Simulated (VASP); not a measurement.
# MoS2 in VASP: a series of runs

MoS2 is run at these levels: PBEsol; tasks: single point.

Everything below comes from runs of VASP 6.6.1. Logs are shortened: lines on timing, memory, paths and dates and some standing lists are left out, and cuts for length are marked.

## Step 1: The cell of the first run

The cell holds a slab with vacuum, 12 atoms: a = 3.142 Å, b = 3.142 Å, c = 35.075 Å, α = 90.00°, β = 90.00°, γ = 120.00°.

## Step 2: Single point, PBEsol (volume scaled by 1.03, then relaxed in part)

Input file INCAR:

```
SYSTEM = MoS2
PREC = Accurate
ENCUT = 520
EDIFF = 1E-6
ISMEAR = 0
SIGMA = 0.02
LREAL = .False.
LASPH = .True.
NELM = 60
ALGO = Normal
ISIF = 2
LWAVE = .False.
LCHARG = .True.
GGA = PS
LELF = .True.
LVHAR = .True.
NBANDS = 64
```

Input file KPOINTS:

```
regular mesh
0
Gamma
  12 12 1
  0 0 0
```

Input file POSCAR:

```
MoS2
1.0
    3.1417466302      0.0000000000      0.0000000000
   -1.5708733151      2.7208323940      0.0000000000
    0.0000000000      0.0000000000     35.0747520616
Mo S
4 8
Direct
    0.6666666667      0.3333333333      0.9101604177
    0.6666666667      0.3333333333      0.2689579066
    0.3333333333      0.6666666667      0.7310420934
    0.3333333333      0.6666666667      0.0898395823
    0.3333333333      0.6666666667      0.9546050736
    0.3333333333      0.6666666667      0.3133692912
    0.6666666667      0.3333333333      0.7754940347
    0.6666666667      0.3333333333      0.1342851563
    0.3333333333      0.6666666667      0.8657148437
    0.3333333333      0.6666666667      0.2245059653
    0.6666666667      0.3333333333      0.6866307088
    0.6666666667      0.3333333333      0.0453949264
```

Potentials or basis: VASP PAW PBE potentials, release 64 (Mo_sv, S).

The run is started by

```sh
$ cat potpaw_PBE.64/Mo_sv/POTCAR potpaw_PBE.64/S/POTCAR > POTCAR
$ mpirun -np 1 vasp_std > vasp.out
```

OUTCAR:

```text
SYSTEM = MoS2
   PREC = Accurate
   ENCUT = 520
   EDIFF = 1E-6
   ISMEAR = 0
   LREAL = .False.
   LASPH = .True.
   NELM = 60
   ISIF = 2
   GGA = PS

 ion  position               nearest neighbor table
   1  0.667  0.333  0.910-   5 2.39   5 2.39   5 2.39   9 2.39   9 2.39   9 2.39
   2  0.667  0.333  0.269-   6 2.39   6 2.39   6 2.39  10 2.39  10 2.39  10 2.39
   3  0.333  0.667  0.731-  11 2.39  11 2.39  11 2.39   7 2.39   7 2.39   7 2.39
   4  0.333  0.667  0.090-  12 2.39  12 2.39  12 2.39   8 2.39   8 2.39   8 2.39
   5  0.333  0.667  0.955-   1 2.39   1 2.39   1 2.39
   6  0.333  0.667  0.313-   2 2.39   2 2.39   2 2.39
   7  0.667  0.333  0.775-   3 2.39   3 2.39   3 2.39
   8  0.667  0.333  0.134-   4 2.39   4 2.39   4 2.39
   9  0.333  0.667  0.866-   1 2.39   1 2.39   1 2.39
  10  0.333  0.667  0.225-   2 2.39   2 2.39   2 2.39
  11  0.667  0.333  0.687-   3 2.39   3 2.39   3 2.39
  12  0.667  0.333  0.045-   4 2.39   4 2.39   4 2.39

  LATTYP: Found a hexagonal cell.
 ALAT       =     3.1417466302
 C/A-ratio  =    11.1640931590

  Lattice vectors:

 A1 = (   3.1417466302,   0.0000000000,   0.0000000000)
 A2 = (  -1.5708733151,   2.7208323940,   0.0000000000)
 A3 = (   0.0000000000,   0.0000000000,  35.0747520616)

Analysis of symmetry for initial positions (statically):
=====================================================================
 Subroutine PRICEL returns:
 Original cell was already a primitive cell.

 Routine SETGRP: Setting up the symmetry group for a
 hexagonal supercell.

 Subroutine GETGRP returns: Found 12 space group operations
 (whereof 12 operations were pure point group operations)
 out of a pool of 24 trial point group operations.

The static configuration has the point symmetry D_3d.

Analysis of symmetry for dynamics (positions and initial velocities):
=====================================================================
 Subroutine PRICEL returns:
 Original cell was already a primitive cell.

 Routine SETGRP: Setting up the symmetry group for a
 hexagonal supercell.

 Subroutine GETGRP returns: Found 12 space group operations
 (whereof 12 operations were pure point group operations)
 out of a pool of 24 trial point group operations.

The dynamic configuration has the point symmetry D_3d.

 Subroutine INISYM returns: Found 12 space group operations
 (whereof 12 operations are pure point group operations),
 and found     1 'primitive' translations

----------------------------------------------------------------------------------------

                                     Primitive cell

  volume of cell :     299.8248

  direct lattice vectors                    reciprocal lattice vectors
     3.141746630  0.000000000  0.000000000     0.318294286  0.183767292  0.000000000
    -1.570873315  2.720832394  0.000000000     0.000000000  0.367534583  0.000000000
     0.000000000  0.000000000 35.074752062     0.000000000  0.000000000  0.028510537

  length of vectors
     3.141746630  3.141746630 35.074752062     0.367534583  0.367534583  0.028510537

  position of ions in fractional coordinates (direct lattice)
     0.666666667  0.333333333  0.910160418
     0.666666667  0.333333333  0.268957907
     0.333333333  0.666666667  0.731042093
     0.333333333  0.666666667  0.089839582
     0.333333333  0.666666667  0.954605074
     0.333333333  0.666666667  0.313369291
     0.666666667  0.333333333  0.775494035
     0.666666667  0.333333333  0.134285156
     0.333333333  0.666666667  0.865714844
     0.333333333  0.666666667  0.224505965
     0.666666667  0.333333333  0.686630709
     0.666666667  0.333333333  0.045394926

  ion indices of the primitive-cell ions
   primitive index   ion index
                 1           1
                 2           2
                 3           3
                 4           4
                 5           5
                 6           6
                 7           7
                 8           8
                 9           9
                10          10
                11          11
                12          12

----------------------------------------------------------------------------------------

 KPOINTS: regular mesh

Automatic generation of k-mesh.
 Grid dimensions read from file:
 generate k-points for:   12   12    1

 Generating k-lattice:

  Cartesian coordinates                     Fractional coordinates (reciprocal lattice)
     0.026524524  0.015313941  0.000000000     0.083333333 -0.000000000  0.000000000
     0.000000000  0.030627882  0.000000000     0.000000000  0.083333333  0.000000000
     0.000000000  0.000000000  0.028510537     0.000000000  0.000000000  1.000000000

  Length of vectors
     0.030627882  0.030627882  0.028510537

  Shift w.r.t. Gamma in fractional coordinates (k-lattice)
     0.000000000  0.000000000  0.000000000

 Subroutine IBZKPT returns following result:
 ===========================================

 Found     19 irreducible k-points:

 Following reciprocal coordinates:
            Coordinates               Weight
  0.000000  0.000000  0.000000      1.000000
  0.083333 -0.000000  0.000000      6.000000
  0.166667  0.000000  0.000000      6.000000
  0.250000  0.000000  0.000000      6.000000
  0.333333  0.000000  0.000000      6.000000
  0.416667  0.000000  0.000000      6.000000
[... 11 lines left out ...]
  0.333333  0.250000  0.000000     12.000000
  0.333333  0.333333  0.000000      2.000000
   k-points           NKPTS =     19   k-points in BZ     NKDIM =     19   number of bands    NBANDS=     64
   number of dos      NEDOS =    301   number of ions     NIONS =     12
   total plane-waves  NPLWV = 155520
   dimension x,y,z NGX =    24 NGY =   24 NGZ =  270
   dimension x,y,z NGXF=    48 NGYF=   48 NGZF=  540
   ions per type =               4   8
   NGX,Y,Z   is equivalent  to a cutoff of  12.70, 12.70, 12.80 a.u.
   NGXF,Y,Z  is equivalent  to a cutoff of  25.40, 25.40, 25.59 a.u.
 SYSTEM =  MoS2
   PREC   = accura    normal or accurate (medium, high low for compatibility)
   ISTART =      0    job   : 0-new  1-cont  2-samecut
   ICHARG =      2    charge: 1-file 2-atom 10-const
   ISPIN  =      1    spin polarized calculation?
   LNONCOLLINEAR =      F non collinear calculations
   LSORBIT =      F    spin-orbit coupling
   LASPH  =      T    aspherical Exc in radial PAW
   ENCUT  =  520.0 eV  38.22 Ry    6.18 a.u.   5.84  5.84 65.22*2*pi/ulx,y,z
   NELM   =     60;   NELMIN=  2; NELMDL= -5     # of ELM steps
   EDIFF  = 0.1E-05   stopping-criterion for ELM
   LREAL  =      F    real-space projection
   EDIFFG = 0.1E-04   stopping-criterion for IOM
   NSW    =      0    number of steps for IOM
   IBRION =     -1    ionic relax: 0-MD 1-quasi-New 2-CG
   NFREE  =      0    steps in history (QN), initial steepest desc. (CG)
   ISIF   =      2    stress and relaxation
   ISYM   =      2    0-nonsym 1-usesym 2-fastsym
   POTIM  = 0.5000    time-step for ionic-motion
   TEBEG  =    0.0;   TEEND  =   0.0 temperature during run
   PSTRESS=    0.0 pullay stress
   NELECT =     104.0000    total number of electrons
   NUPDOWN=      -1.0000    fix difference up-down
   EMIN   =  10.00;   EMAX   =-10.00  energy-range for DOS
   EFERMI =   0.00;   METHOD = LEGACY
   ISMEAR =     0;   SIGMA  =   0.02  broadening in eV -4-tet -1-fermi 0-gaus
   EFERMI_NEDOS =   21; number of points for ismear=-14 and -15
   IALGO  =     38    algorithm
   IMIX   =      4    mixing-type and parameters
     AMIX     =   0.40;   BMIX     =  1.00
     AMIX_MAG =   1.60;   BMIX_MAG =  1.00
  volume/ion in A,a.u.               =      24.99       168.61
  Fermi-wavevector in a.u.,A,eV,Ry     =   1.150262  2.173680 18.001903  1.323103
  Thomas-Fermi vector in A             =   2.286927
   LORBIT       =      0    0 simple, 1 ext, 2 COOP (PROOUT), +10 PAW based schemes
   GGA     = PS    functional components
   LHFCALC =     F    Hartree Fock is set to
   AEXX    =    0.0000 exact exchange contribution
   IVDW    =     0    specifies the selected vdW correction
   LEPSILON=     F    determine dielectric tensor
   LRPA    =     F    only Hartree local field effects (RPA)
 non-spin polarized calculation
 Gauss-broadening in eV      SIGMA  =   0.02
  energy-cutoff  :      520.00
  volume of cell :      299.82
 maximum number of plane-waves:      8118
 NGX is ok and might be reduce to    24
   NGX = 11   NGY = 11   NGZ =131

 number of electron     103.9999997 magnetization

 Free energy of the ion-electron system (eV)
  ---------------------------------------------------
  ext. energy  EPLUGINS =         0.00000000
  ---------------------------------------------------
  free energy    TOTEN  =       -93.78343112 eV

  energy without entropy =      -93.78343112  energy(sigma->0) =      -93.78343112

 E-fermi :   3.8247     XC(G=0):  -8.0855

 val. band max:        3.6306184438   @ k =   0.0000   0.0000   0.0000
 cond. band min:       4.7565748554   @ k =   0.1667   0.1667   0.0000
 fundamental gap:      1.1259564116
 Fermi energy:         3.8247240570

 k-point     1 :       0.0000    0.0000    0.0000
  band No.  band energies     occupation
      1     -57.5908      2.00000
      2     -57.5908      2.00000
      3     -57.5892      2.00000
      4     -57.5892      2.00000
      5     -31.8019      2.00000
      6     -31.8019      2.00000
[... 56 lines left out ...]
     63       6.2533      0.00000
     64       6.2649      0.00000

 k-point     2 :       0.0833   -0.0000    0.0000
  band No.  band energies     occupation
      1     -57.5878      2.00000
      2     -57.5878      2.00000
      3     -57.5862      2.00000
      4     -57.5862      2.00000
      5     -31.7960      2.00000
      6     -31.7960      2.00000
[... 1128 lines left out ...]
     63       6.6141      0.00000
     64       6.6384      0.00000

 k-point    19 :       0.3333    0.3333    0.0000
  band No.  band energies     occupation
      1     -57.5398      2.00000
      2     -57.5398      2.00000
      3     -57.5382      2.00000
      4     -57.5382      2.00000
      5     -31.8646      2.00000
      6     -31.8646      2.00000
[... 56 lines left out ...]
     63       6.8040      0.00000
     64       6.8040      0.00000

------------------------ aborting loop because EDIFF is reached ----------------------------------------

  FORCE on cell =-STRESS in cart. coord.  units (eV):
  Direction    XX          YY          ZZ          XY          YZ          ZX
  --------------------------------------------------------------------------------------
  -------------------------------------------------------------------------------------
  Total       -0.0703925     -0.0703925     -0.0468046      0.0000000      0.0000000      0.0000000
  in kB       -0.3761573     -0.3761573     -0.2501104      0.0000000      0.0000000      0.0000000
  external PRESSURE =      -0.3341417 kB  Pullay stress =       0.0000000 kB

 VOLUME and BASIS-vectors are now :
 -----------------------------------------------------------------------------
  energy-cutoff  :      520.00
  volume of cell :      299.82
      direct lattice vectors                 reciprocal lattice vectors
     3.141746630  0.000000000  0.000000000     0.318294286  0.183767292  0.000000000
    -1.570873315  2.720832394  0.000000000     0.000000000  0.367534583  0.000000000
     0.000000000  0.000000000 35.074752062     0.000000000  0.000000000  0.028510537

 POSITION                                       TOTAL-FORCE (eV/Angst)
 -----------------------------------------------------------------------------------
      1.57087      0.90694     31.92365         0.000000     -0.000000      0.000810
      1.57087      0.90694      9.43363        -0.000000     -0.000000      0.001340
     -0.00000      1.81389     25.64112         0.000000      0.000000     -0.001340
     -0.00000      1.81389      3.15110        -0.000000      0.000000     -0.000810
     -0.00000      1.81389     33.48254         0.000000      0.000000      0.003149
     -0.00000      1.81389     10.99135         0.000000      0.000000      0.002173
      1.57087      0.90694     27.20026         0.000000      0.000000      0.001052
      1.57087      0.90694      4.71002         0.000000     -0.000000      0.000999
     -0.00000      1.81389     30.36473        -0.000000      0.000000     -0.000999
     -0.00000      1.81389      7.87449         0.000000      0.000000     -0.001052
      1.57087      0.90694     24.08340        -0.000000     -0.000000     -0.002173
      1.57087      0.90694      1.59222         0.000000     -0.000000     -0.003149
 -----------------------------------------------------------------------------------
    total drift:                                0.000000      0.000000      0.000000

  FREE ENERGIE OF THE ION-ELECTRON SYSTEM (eV)
  ---------------------------------------------------
  free  energy   TOTEN  =       -93.7834311246 eV

  energy  without entropy=      -93.7834311246  energy(sigma->0) =      -93.78343112
```

It took 21 min on 1 thread of Oxide Virtual Turin-like, shared host; peak memory 0.52 GiB.

Results:

| Quantity | Value |
| --- | --- |
| Free energy | -93.7834 eV |
| Largest force | 0.003 eV/Å |
| Band gap on the k mesh | 1.13 eV, indirect (least direct gap 1.76 eV) |

Forces on the atoms (eV/Å):
```
Mo   0.000  0.000  0.001
Mo   0.000  0.000  0.001
Mo   0.000  0.000 -0.001
Mo   0.000  0.000 -0.001
S    0.000  0.000  0.003
S    0.000  0.000  0.002
S    0.000  0.000  0.001
S    0.000  0.000  0.001
S    0.000  0.000 -0.001
S    0.000  0.000 -0.001
S    0.000  0.000 -0.002
S    0.000  0.000 -0.003
```

Caveat: the PAW data sets were made with another functional, which shifts forces and pressure a little.

## Step 3: Single point, PBEsol (volume scaled by 1.06, then relaxed in part)

Input file INCAR:

```
ALGO = Normal ; EDIFF = 1E-6
ENCUT = 520 ; GGA = PS
ISIF = 2 ; ISMEAR = 0
LASPH = True ; LCHARG = False
LREAL = False ; LWAVE = False
NBANDS = 64 ; NELM = 60
PREC = Accurate ; SIGMA = 0.02
```

Input file KPOINTS:

```
k-points
0
Gamma
  12 12 1
```

Input file POSCAR:

```
MoS2
1.0
    3.1416481950      0.0000000000      0.0000000000
   -1.5708240975      2.7207471466      0.0000000000
    0.0000000000      0.0000000000     36.0986087838
Mo S
4 8
Direct
    0.6666666667      0.3333333333      0.9127273321
    0.6666666667      0.3333333333      0.2613429166
    0.3333333333      0.6666666667      0.7386570834
    0.3333333333      0.6666666667      0.0872726679
    0.3333333333      0.6666666667      0.9559133723
    0.3333333333      0.6666666667      0.3044966206
    0.6666666667      0.3333333333      0.7818501795
    0.6666666667      0.3333333333      0.1304594934
    0.3333333333      0.6666666667      0.8695405066
    0.3333333333      0.6666666667      0.2181498205
    0.6666666667      0.3333333333      0.6955033794
    0.6666666667      0.3333333333      0.0440866277
```

Potentials or basis: VASP PAW PBE potentials, release 64 (Mo_sv, S).

The run is started by

```sh
$ cat potpaw_PBE.64/Mo_sv/POTCAR potpaw_PBE.64/S/POTCAR > POTCAR
$ mpirun -np 1 vasp_std > vasp.out
```

It took 20 min on 1 thread of Oxide Virtual Turin-like, shared host; peak memory 0.51 GiB.

It converged, with:

| Property | Result |
| --- | --- |
| Free energy | -93.7833 eV |
| Band gap on the k mesh | 1.13 eV, indirect (least direct gap 1.76 eV) |

Forces on the atoms (eV/Å):
```
Mo   0.000  0.000  0.001
Mo   0.000  0.000  0.001
Mo   0.000  0.000 -0.001
Mo   0.000  0.000 -0.001
S    0.000  0.000  0.002
S    0.000  0.000  0.002
S    0.000  0.000  0.000
S    0.000  0.000  0.000
S    0.000  0.000  0.000
S    0.000  0.000  0.000
S    0.000  0.000 -0.002
S    0.000  0.000 -0.002
```

Levels at points of the mesh, in eV from the valence-band top:
| k point | band 48 | band 49 | band 50 | band 51 | band 52 | band 53 | band 54 | band 55 | band 56 | band 57 |
| --- | --- | --- | --- | --- | --- | --- | --- | --- | --- | --- |
| (0.00, 0.00, 0.00) | -1.59 | -0.91 | -0.51 | -0.18 | 0.00 | 2.36 | 2.36 | 2.36 | 2.36 | 2.37 |
| (0.50, 0.00, 0.00) | -1.35 | -1.24 | -1.21 | -1.18 | -1.17 | 1.87 | 1.88 | 1.89 | 1.90 | 2.28 |

Caveat: the PAW data sets were made with another functional, which shifts forces and pressure a little.
